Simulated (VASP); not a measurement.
LiF:

```
Li F
1.0
     3.32926    0.00000    0.00000
    -1.66463    2.88323    0.00000
     0.00000    0.00000    4.09576
Li F
2 2
Cartesian
  0.0000 1.9222 1.0239
  1.6646 0.9611 3.0718
  1.6646 0.9611 1.0239
  0.0000 1.9222 3.0718
```

```yaml
Program: VASP 6.6.1
Task: relaxation of cell and atoms
Functional: PBEsol
Potentials_or_basis: VASP PAW PBE potentials, release 64 (Li_sv, F)
Cutoff: 600 eV
k_mesh: 12 × 12 × 6
Occupations: fermi-dirac, width 0.02 eV
Spin: no spin polarisation
```

At the start: pressure -2.5 GPa; volume 9.83 Å³/atom.

Question: How do energy, volume and symmetry change on relaxing?

Answer: Over 7 steps the energy falls by 3.8 meV/atom and the volume is 9.38 Å³/atom (-4.6 %); space group P6_3/mmc (No. 194, to 0.1 Å) before and after.

Step by step:
```tsv
step	energy change (eV)	largest force (eV/Å)	pressure (GPa)	volume (Å³)
1	0.0000	0.0000	-2.52	39.32
2	-0.0109	0.0000	-1.35	38.44
3	-0.0150	0.0000	-0.08	37.60
4	-0.0150	0.0000	0.03	37.52
5	-0.0150	0.0000	0.08	37.48
6	-0.0152	0.0000	0.08	37.49
7	-0.0154	0.0000	0.06	37.50
```

Final structure:
```yaml
crystal:
  lattice:
    - [3.29116, 0.00000, 0.00000]
    - [-1.64558, 2.85023, 0.00000]
    - [0.00000, 0.00000, 3.99790]
  atoms:
    - { symbol: Li, position: [0.33333, 0.66667, 0.25000] }
    - { symbol: Li, position: [0.66667, 0.33333, 0.75000] }
    - { symbol: F, position: [0.66667, 0.33333, 0.25000] }
    - { symbol: F, position: [0.33333, 0.66667, 0.75000] }
```

Caveat: the cutoff is under 1.25 times the usual one of these potentials, so pressure, stress and relaxed cells hold a basis-set (Pulay) error; the PAW data sets were made with another functional, which shifts forces and pressure a little.
